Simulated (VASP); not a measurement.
Write the native input for VASP 6.6.1 that does the following.

```
Task                   : relaxation of cell and atoms
Functional             : revPBE
Dispersion             : D3(BJ)
Potentials or basis    : VASP PAW PBE potentials, release 64 (As, Mn_pv)
Cutoff                 : 600 eV
k mesh                 : 8 × 8 × 5
Occupations            : fermi-dirac, width 0.05 eV
Spin                   : collinear spin, ferromagnetic start
Starting moments       : [0.0, 0.0, 4.0, 4.0] μB
Dipole correction      : no
Further INCAR settings : ALGO = Normal; EDIFF = 1e-06; IBRION = 2; EDIFFG = -0.01; NSW = 60; ISIF = 3
```

The structure of MnAs lies in POSCAR:

```
MnAs
1.0
    3.7100000000      0.0000000000      0.0000000000
   -1.8550000000      3.2129542480      0.0000000000
    0.0000000000      0.0000000000      5.6910000000
As Mn
2 2
Direct
    0.6666666667      0.3333333333      0.7500000000
    0.3333333333      0.6666666667      0.2500000000
    0.0000000000      0.0000000000      0.5000000000
    0.0000000000      0.0000000000      0.0000000000
```

One way to write it, as run:

INCAR

```
  ALGO = Normal
  EDIFF = 1E-6
  EDIFFG = -0.01
  ENCUT = 600
  GGA = RE
  IBRION = 2
  ISIF = 3
  ISMEAR = -1
  ISPIN = 2
  IVDW = 12
  LASPH = True
  LCHARG = False
  LMAXMIX = 4
  LORBIT = 11
  LREAL = False
  LWAVE = False
  MAGMOM = 0 0 4 4
  NELM = 150
  NSW = 60
  PREC = Accurate
  SIGMA = 0.05
```

KPOINTS

```
k-points
0
Gamma
  8 8 5
```

Potentials or basis: VASP PAW PBE potentials, release 64 (As, Mn_pv).

Launch:

```sh
$ cat potpaw_PBE.64/As/POTCAR potpaw_PBE.64/Mn_pv/POTCAR > POTCAR
$ mpirun -np 1 vasp_std > vasp.out
```

It gave:

| Item | Value |
| --- | --- |
| Relaxed volume | 14.93 Å³/atom |
| Relaxed cell | a = 3.566 Å, b = 3.566 Å, c = 5.423 Å, α = 90.00°, β = 90.00°, γ = 120.00° |
| Space group after relaxing (to 0.1 Å) | P6_3/mmc (No. 194) |
| Energy gained by relaxing | 60.1 meV/atom |
| Ionic steps | 11 |
| Pressure after relaxing | 0.0 GPa |
| Net moment | 5.21 μB per cell |
| Site moments | As -0.11; Mn +2.68 μB |
| Valence electrons inside the program's atomic spheres | As 2.85; Mn 11.77 |
| Dispersion energy per atom | -0.815 eV |

Caveat: the PAW data sets were made with another functional, which shifts forces and pressure a little; only a ferromagnetic start was run, and an antiferromagnetic order may lie lower in energy.

It took 11 min on 1 thread of Oxide Virtual Turin-like Processor, with other jobs on the host, peak memory 0.28 GiB.
